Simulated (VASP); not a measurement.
# Mn (Fm-3m) in VASP: further runs

The runs below take Mn through single point, with PBE.

Everything below comes from runs of VASP 6.6.1. Logs are shortened: lines on timing, memory, paths and dates and some standing lists are left out, and cuts for length are marked.

### 1 The cell of the first run

Symmetry: Fm-3m, No. 225, cubic system. Conventional cell: a = 3.527 Å, b = 3.527 Å, c = 3.527 Å, α = 90.00°, β = 90.00°, γ = 90.00°. Within 3.3 Å of Mn (site symmetry m-3m) lie 12 Mn at 2.49 Å.

### 2 Single point, PBE

Contents of INCAR:

```
PREC = Accurate
ENCUT = 520
EDIFF = 1E-6
ISMEAR = -1
SIGMA = 0.06122561905347299
LREAL = F
LASPH = T
NELM = 100
ALGO = Normal
ISIF = 2
LWAVE = F
LCHARG = T
GGA = PE
LELF = T
LVHAR = T
NBANDS = 12
```

Contents of KPOINTS:

```
regular mesh
0
Gamma
  18 18 18
```

Contents of POSCAR:

```
Mn
1.0
    0.0000000000      1.7634886360      1.7634886360
    1.7634886360      0.0000000000      1.7634886360
    1.7634886360      1.7634886360      0.0000000000
Mn
1
Direct
    0.0000000000      0.0000000000      0.0000000000
```

Potentials or basis: VASP PAW PBE potentials, release 64 (Mn_pv).

Launch:

```sh
$ cat potpaw_PBE.64/Mn_pv/POTCAR > POTCAR
$ mpirun -np 1 vasp_std > vasp.out
```

OUTCAR:

```text
PREC = Accurate
   ENCUT = 520
   EDIFF = 1E-6
   ISMEAR = -1
   LREAL = F
   LASPH = T
   NELM = 100
   ISIF = 2
   GGA = PE

 ion  position               nearest neighbor table
   1  0.000  0.000  0.000-

  LATTYP: Found a face centered cubic cell.
 ALAT       =     3.5269772720

  Lattice vectors:

 A1 = (   0.0000000000,   1.7634886360,   1.7634886360)
 A2 = (   1.7634886360,   0.0000000000,   1.7634886360)
 A3 = (   1.7634886360,   1.7634886360,   0.0000000000)

Analysis of symmetry for initial positions (statically):
=====================================================================
 Subroutine PRICEL returns:
 Original cell was already a primitive cell.

 Routine SETGRP: Setting up the symmetry group for a
 face centered cubic supercell.

 Subroutine GETGRP returns: Found 48 space group operations
 (whereof 48 operations were pure point group operations)
 out of a pool of 48 trial point group operations.

The static configuration has the point symmetry O_h .

Analysis of symmetry for dynamics (positions and initial velocities):
=====================================================================
 Subroutine PRICEL returns:
 Original cell was already a primitive cell.

 Routine SETGRP: Setting up the symmetry group for a
 face centered cubic supercell.

 Subroutine GETGRP returns: Found 48 space group operations
 (whereof 48 operations were pure point group operations)
 out of a pool of 48 trial point group operations.

The dynamic configuration has the point symmetry O_h .

 Subroutine INISYM returns: Found 48 space group operations
 (whereof 48 operations are pure point group operations),
 and found     1 'primitive' translations

----------------------------------------------------------------------------------------

                                     Primitive cell

  volume of cell :      10.9685

  direct lattice vectors                    reciprocal lattice vectors
     0.000000000  1.763488636  1.763488636    -0.283528904  0.283528904  0.283528904
     1.763488636  0.000000000  1.763488636     0.283528904 -0.283528904  0.283528904
     1.763488636  1.763488636  0.000000000     0.283528904  0.283528904 -0.283528904

  length of vectors
     2.493949546  2.493949546  2.493949546     0.491086467  0.491086467  0.491086467

  position of ions in fractional coordinates (direct lattice)
     0.000000000  0.000000000  0.000000000

  ion indices of the primitive-cell ions
   primitive index   ion index
                 1           1

----------------------------------------------------------------------------------------

 KPOINTS: regular mesh

Automatic generation of k-mesh.
 Grid dimensions read from file:
 generate k-points for:   18   18   18

 Generating k-lattice:

  Cartesian coordinates                     Fractional coordinates (reciprocal lattice)
    -0.015751606  0.015751606  0.015751606     0.055555556  0.000000000  0.000000000
     0.015751606 -0.015751606  0.015751606     0.000000000  0.055555556  0.000000000
     0.015751606  0.015751606 -0.015751606     0.000000000  0.000000000  0.055555556

  Length of vectors
     0.027282581  0.027282581  0.027282581

  Shift w.r.t. Gamma in fractional coordinates (k-lattice)
     0.000000000  0.000000000  0.000000000

 Subroutine IBZKPT returns following result:
 ===========================================

 Found    195 irreducible k-points:

 Following reciprocal coordinates:
            Coordinates               Weight
  0.000000  0.000000  0.000000      1.000000
  0.055556  0.000000  0.000000      8.000000
  0.111111  0.000000  0.000000      8.000000
  0.166667  0.000000  0.000000      8.000000
  0.222222  0.000000  0.000000      8.000000
  0.277778  0.000000  0.000000      8.000000
[... 16 lines left out ...]
 -0.277778  0.055556  0.000000     24.000000
 -0.222222  0.055556  0.000000     24.000000
 [... further k-points ...]
   k-points           NKPTS =    195   k-points in BZ     NKDIM =    195   number of bands    NBANDS=     12
   number of dos      NEDOS =    301   number of ions     NIONS =      1
   total plane-waves  NPLWV =   8000
   dimension x,y,z NGX =    20 NGY =   20 NGZ =   20
   dimension x,y,z NGXF=    40 NGYF=   40 NGZF=   40
   ions per type =               1
   NGX,Y,Z   is equivalent  to a cutoff of  13.33, 13.33, 13.33 a.u.
   NGXF,Y,Z  is equivalent  to a cutoff of  26.66, 26.66, 26.66 a.u.
 SYSTEM =  unknown system
   PREC   = accura    normal or accurate (medium, high low for compatibility)
   ISTART =      0    job   : 0-new  1-cont  2-samecut
   ICHARG =      2    charge: 1-file 2-atom 10-const
   ISPIN  =      1    spin polarized calculation?
   LNONCOLLINEAR =      F non collinear calculations
   LSORBIT =      F    spin-orbit coupling
   LASPH  =      T    aspherical Exc in radial PAW
   ENCUT  =  520.0 eV  38.22 Ry    6.18 a.u.   4.64  4.64  4.64*2*pi/ulx,y,z
   NELM   =    100;   NELMIN=  2; NELMDL= -5     # of ELM steps
   EDIFF  = 0.1E-05   stopping-criterion for ELM
   LREAL  =      F    real-space projection
[... 7 lines left out ...]
   TEBEG  =    0.0;   TEEND  =   0.0 temperature during run
   PSTRESS=    0.0 pullay stress
   NELECT =      13.0000    total number of electrons
   NUPDOWN=      -1.0000    fix difference up-down
   EMIN   =  10.00;   EMAX   =-10.00  energy-range for DOS
   EFERMI =   0.00;   METHOD = LEGACY
   ISMEAR =    -1;   SIGMA  =   0.06  broadening in eV -4-tet -1-fermi 0-gaus
   EFERMI_NEDOS =   21; number of points for ismear=-14 and -15
   IALGO  =     38    algorithm
   IMIX   =      4    mixing-type and parameters
     AMIX     =   0.40;   BMIX     =  1.00
     AMIX_MAG =   1.60;   BMIX_MAG =  1.00
  volume/ion in A,a.u.               =      10.97        74.02
  Fermi-wavevector in a.u.,A,eV,Ry     =   1.732500  3.273951 40.838660  3.001557
  Thomas-Fermi vector in A             =   2.806665
   LORBIT       =      0    0 simple, 1 ext, 2 COOP (PROOUT), +10 PAW based schemes
   GGA     = PE    functional components
   LHFCALC =     F    Hartree Fock is set to
   AEXX    =    0.0000 exact exchange contribution
   IVDW    =     0    specifies the selected vdW correction
   LEPSILON=     F    determine dielectric tensor
   LRPA    =     F    only Hartree local field effects (RPA)
 non-spin polarized calculation
  energy-cutoff  :      520.00
  volume of cell :       10.97
 maximum number of plane-waves:       307
   NGX =  9   NGY =  9   NGZ =  9

 number of electron      12.9999987 magnetization

 Free energy of the ion-electron system (eV)
  ---------------------------------------------------
  ext. energy  EPLUGINS =         0.00000000
  ---------------------------------------------------
  free energy    TOTEN  =        -8.92054268 eV

  energy without entropy =       -8.90066770  energy(sigma->0) =       -8.91060519

 E-fermi :  10.2145     XC(G=0): -13.8982

 val. band max:       10.2095013417   @ k =  -0.3333   0.2778   0.0000
 cond. band min:      10.2185152035   @ k =   0.3333   0.2222   0.0556
 fundamental gap:      0.0090138618
 Fermi energy:        10.2145367356

 k-point     1 :       0.0000    0.0000    0.0000
  band No.  band energies     occupation
      1     -37.4561      2.00000
      2     -37.4561      2.00000
      3     -37.4561      2.00000
      4       1.9945      2.00000
      5       9.0990      2.00000
      6       9.0990      2.00000
      7       9.0990      2.00000
      8      10.7364      0.00040
      9      10.7364      0.00040
     10      31.4658      0.00000
     11      37.1413      0.00000
     12      37.1413      0.00000

 k-point     2 :       0.0556    0.0000    0.0000
  band No.  band energies     occupation
      1     -37.4782      2.00000
      2     -37.4589      2.00000
      3     -37.4589      2.00000
      4       2.1233      2.00000
      5       9.0446      2.00000
      6       9.1391      2.00000
      7       9.1391      2.00000
      8      10.7153      0.00056
      9      10.7153      0.00056
     10      31.4597      0.00000
     11      35.8785      0.00000
     12      37.1427      0.00000

 k-point     3 :       0.1111    0.0000    0.0000
  band No.  band energies     occupation
      1     -37.5414      2.00000
      2     -37.4671      2.00000
      3     -37.4671      2.00000
      4       2.5005      2.00000
      5       8.8978      2.00000
      6       9.2432      2.00000
      7       9.2432      2.00000
      8      10.6697      0.00118
      9      10.6697      0.00118
     10      31.1774      0.00000
     11      33.8998      0.00000
     12      37.1420      0.00000
[... 286 lines left out ...]
 k-point    23 :      -0.2778    0.0556    0.0000
  band No.  band energies     occupation
      1     -37.9160      2.00000
      2     -37.5401      2.00000
      3     -37.5095      2.00000
      4       4.9717      2.00000
      5       8.5217      2.00000
      6       9.2596      2.00000
      7       9.3548      2.00000
      8      10.8778      0.00004
      9      11.4038      0.00000
     10      24.5414      0.00000
     11      31.2712      0.00000
     12      35.4144      0.00000

 k-point    24 :      -0.2222    0.0556    0.0000
  band No.  band energies     occupation
      1     -37.7976      2.00000
      2     -37.5233      2.00000
      3     -37.4929      2.00000
      4       4.2139      2.00000
      5       8.4544      2.00000
      6       9.3693      2.00000
      7       9.4530      1.99999
      8      10.5916      0.00422
      9      11.0911      0.00000
     10      26.8473      0.00000
     11      31.7464      0.00000
     12      35.8506      0.00000

 [... further k-points ...]
[... 5 lines left out ...]
  --------------------------------------------------------------------------------------
  -------------------------------------------------------------------------------------
  Total       -0.3837516     -0.3837516     -0.3837516     -0.0000000      0.0000000     -0.0000000
  in kB      -56.0547908    -56.0547908    -56.0547908     -0.0000000      0.0000000     -0.0000000
  external PRESSURE =     -56.0547908 kB  Pullay stress =       0.0000000 kB

 VOLUME and BASIS-vectors are now :
 -----------------------------------------------------------------------------
  energy-cutoff  :      520.00
  volume of cell :       10.97
      direct lattice vectors                 reciprocal lattice vectors
     0.000000000  1.763488636  1.763488636    -0.283528904  0.283528904  0.283528904
     1.763488636  0.000000000  1.763488636     0.283528904 -0.283528904  0.283528904
     1.763488636  1.763488636  0.000000000     0.283528904  0.283528904 -0.283528904

 POSITION                                       TOTAL-FORCE (eV/Angst)
 -----------------------------------------------------------------------------------
      0.00000      0.00000      0.00000        -0.000000      0.000000      0.000000
 -----------------------------------------------------------------------------------
    total drift:                                0.000000     -0.000000      0.000000

  FREE ENERGIE OF THE ION-ELECTRON SYSTEM (eV)
  ---------------------------------------------------
  free  energy   TOTEN  =        -8.9205426801 eV

  energy  without entropy=       -8.9006676989  energy(sigma->0) =       -8.91060519
```

Run time: 25 s. Hardware: 1 thread of Intel Xeon Platinum 8259CL at 2.50GHz (Skylake/Cascade Lake), shared host; peak memory 0.14 GiB.

What came out:

| Item | Value |
| --- | --- |
| Free energy | -8.9205 eV |
| Pressure | -5.6 GPa |

Caveat: the run has no spin polarisation, though such a crystal can be magnetic.

### 3 Single point, PBE

This run uses another cell than the first one, of 11.18 Å³/atom, 1.020 times its volume.

Contents of INCAR:

```
PREC     = Accurate       # precision mode
ENCUT    = 520            # plane-wave cutoff, eV
EDIFF    = 1E-6           # SCF threshold, eV
ISMEAR   = -1             # smearing method
SIGMA    = 0.06122561905347299 # smearing width, eV
LREAL    = False          # projectors in reciprocal space
LASPH    = True           # aspherical terms in the spheres
NELM     = 80             # most SCF steps
ALGO     = Normal         # electronic algorithm
ISIF     = 2              # what is computed and relaxed
LWAVE    = False          # write WAVECAR
LCHARG   = True           # write CHGCAR
GGA      = PE             # functional
LELF     = True           # ELF
LVHAR    = True         
NBANDS   = 12             # bands
```

Contents of KPOINTS:

```
Automatic mesh
0
Gamma
  18 18 18
```

Contents of POSCAR:

```
Mn
1.0
    0.0000000000      1.7749401818      1.7749401818
    1.7749401818      0.0000000000      1.7749401818
    1.7749401818      1.7749401818      0.0000000000
Mn
1
Direct
    0.0000000000      0.0000000000      0.0000000000
```

Potentials or basis: VASP PAW PBE potentials, release 64 (Mn_pv).

Launch:

```sh
$ cat potpaw_PBE.64/Mn_pv/POTCAR > POTCAR
$ mpirun -np 1 vasp_std > vasp.out
```

Run time: 24 s. Hardware: 1 thread of Intel Xeon Platinum 8259CL at 2.50GHz (Skylake/Cascade Lake), shared host; peak memory 0.14 GiB.

It converged, with:

- Free energy: -8.9099 eV
- Pressure: -10.3 GPa

Levels at points of the mesh, in eV from the Fermi level:
```tsv
k point	band 5	band 6	band 7	band 8	band 9	band 10
(0.00, 0.00, 0.00)	-1.08	-1.08	-1.08	0.51	0.51	21.12
(0.50, 0.00, 0.00)	-1.19	-1.19	0.45	1.61	1.61	8.60
(0.50, 0.50, 0.00)	-3.70	1.57	1.90	1.90	3.37	11.79
```

Caveat: the run has no spin polarisation, though such a crystal can be magnetic.

### 4 Single point, PBE

This run uses another cell than the first one, of 11.40 Å³/atom, 1.039 times its volume.

Contents of INCAR:

```
PREC = Accurate
ENCUT = 520
EDIFF = 1E-6
ISMEAR = -1
SIGMA = 0.06122561905347299
LREAL = F
LASPH = T
NELM = 60
ALGO = Normal
ISIF = 2
LWAVE = F
LCHARG = F
GGA = PE
NBANDS = 12
```

KPOINTS is that of step 3.

Contents of POSCAR:

```
Mn
1.0
    0.0000000000      1.7862458381      1.7862458381
    1.7862458381      0.0000000000      1.7862458381
    1.7862458381      1.7862458381      0.0000000000
Mn
1
Direct
    0.0000000000      0.0000000000      0.0000000000
```

Launch:

```sh
$ cat potpaw_PBE.64/Mn_pv/POTCAR > POTCAR
$ mpirun -np 1 vasp_std > vasp.out
```

Run time: 24 s. Hardware: 1 thread of Intel Xeon Platinum 8259CL at 2.50GHz (Skylake/Cascade Lake), shared host; peak memory 0.14 GiB.

The run converged. Its results:

* Free energy: -8.8932 eV
* Pressure: -14.5 GPa

Levels at points of the mesh, in eV from the Fermi level:
```
           k point  band 4  band 5  band 6  band 7  band 8  band 9  band 10  band 11
(0.00, 0.00, 0.00)   -8.04   -1.05   -1.05   -1.05    0.49    0.49    20.99    26.41
(0.50, 0.00, 0.00)   -4.25   -1.16   -1.16    0.43    1.57    1.57     8.40    19.83
(0.50, 0.50, 0.00)   -4.37   -3.61    1.53    1.85    1.85    3.31    11.57    15.26
```

Caveat: the run has no spin polarisation, though such a crystal can be magnetic.

### 5 The runs side by side

```tsv
cell	gap on the mesh (eV)	pressure (GPa)
a = 2.494 Å, angles 60.0°, 1 atom	none	-5.6
a = 2.510 Å, angles 60.0°, 1 atom	none	-10.3
a = 2.526 Å, angles 60.0°, 1 atom	none	-14.5
```

Alike in all rows: task single point; level PBE; potentials or basis VASP PAW PBE potentials, release 64 (Mn_pv); no spin polarisation; k mesh 18 × 18 × 18; cutoff (eV) 520; smearing fermi-dirac 0.0612256 eV.

Caveats: the run has no spin polarisation, though such a crystal can be magnetic.

Total energies depend on the potentials used, so only differences within one code and one set of settings carry meaning.
